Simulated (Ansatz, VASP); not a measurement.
# V in VASP and in Ansatz

Contents of INCAR:

```
PREC = Accurate
ENCUT = 520
EDIFF = 1E-6
ISMEAR = -1
SIGMA = 0.05
LREAL = False
LASPH = True
NELM = 150
ALGO = Normal
ISIF = 2
LWAVE = False
LCHARG = False
ISPIN = 2
MAGMOM = 1
LORBIT = 11
NUPDOWN = 1.0
LMAXMIX = 4
GGA = PE
NBANDS = 16
```

The input KPOINTS:

```
regular mesh
0
Gamma
  10 10 10
```

POSCAR

```
V
1.0
   -1.5143500000      1.5143500000      1.5143500000
    1.5143500000     -1.5143500000      1.5143500000
    1.5143500000      1.5143500000     -1.5143500000
V
1
Direct
    0.0000000000      0.0000000000      0.0000000000
```

File input.yaml:

```yaml
crystal:
  lattice:
    - [-1.51435, 1.51435, 1.51435]
    - [1.51435, -1.51435, 1.51435]
    - [1.51435, 1.51435, -1.51435]
  atoms:
    - { symbol: V, position: [0.0, 0.0, 0.0], spin: 1.0 }
hamiltonian:
  xc: pbe
  pseudopotentials: { kind: paw }
magnetization:
  spin_polarized: true
  initial_magnetization: 1.0
  spin_locking: { lock_magnetization: hard }
kpoints:
  mp_grid: { grid: [10, 10, 10] }
scf:
  occupations: { method: fermi_dirac, width: 0.05 }
  lower_state_search: "off"
output:
  forces: true
  stress: true
  eigenvalues: true
```

Alike in both runs: task single point; functional PBE; k mesh 10 × 10 × 10; occupations fermi-dirac, width 0.05 eV; collinear spin; fixed moment 1 μB.

```csv
,VASP,Ansatz
version,VASP 6.6.1,Ansatz 0.2.0
potentials or method,"VASP PAW PBE potentials, release 64 (V_sv)",Ansatz PAW
plane-wave cutoff (eV),520,420
valence electrons in the cell,13,13
```

|  | VASP | Ansatz | Ansatz less VASP |
| --- | --- | --- | --- |
| pressure (GPa) | -0.4 | -0.6 | -0.18 |
| net moment per atom (μB) | 1.00 | 1.00 | 0.000 |
| size of the moment on the site where the two differ most (μB) | 0.82 | 0.78 | -0.037 |

Site moments also hang on the region over which each program counts them. The functional is the same, so the differences come from potentials, cutoffs and numerics.
